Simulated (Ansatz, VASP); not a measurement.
**Two plane-wave programs on Al**

```
CELL_PARAMETERS angstrom
-0.05060 2.02398 2.02398
2.02398 -0.05060 2.02398
1.97338 1.97338 0.00000
ATOMIC_POSITIONS crystal
Al 0.00000 0.00000 0.00000
```

Change from the starting cell: strain -0.0500 x Voigt [0, 0, 0, 0, 0, 1], atoms carried along.

Alike in both runs: task single point; functional PBEsol; k mesh 20 × 20 × 20; occupations gaussian, width 0.15 eV; no spin polarisation.

```csv
,VASP,Ansatz
version,VASP 6.6.1,Ansatz 0.2.0
potentials or method,"VASP PAW PBE potentials, release 64 (Al), cutoff 520 eV","scalar-relativistic, plane waves, PAW"
valence electrons in the cell,3,3
```

VASP gave:

| Item | Value |
| --- | --- |
| gap on the k mesh at the Fermi level (eV) | none |
| pressure (GPa) | -1.6 |
| traceless stress, the component that is largest in VASP (GPa) | 1.60 |

**Question.** Which values does Ansatz return?

**Answer.** gap on the k mesh at the Fermi level (eV): none; pressure (GPa): -1.7; traceless stress, the component that is largest in VASP (GPa): 1.58.

VASP's potentials were made for PBE, not for PBEsol. A gap of «none» marks a metal or a gap that the smearing closes. The functional is the same, so the differences come from potentials, cutoffs and numerics.
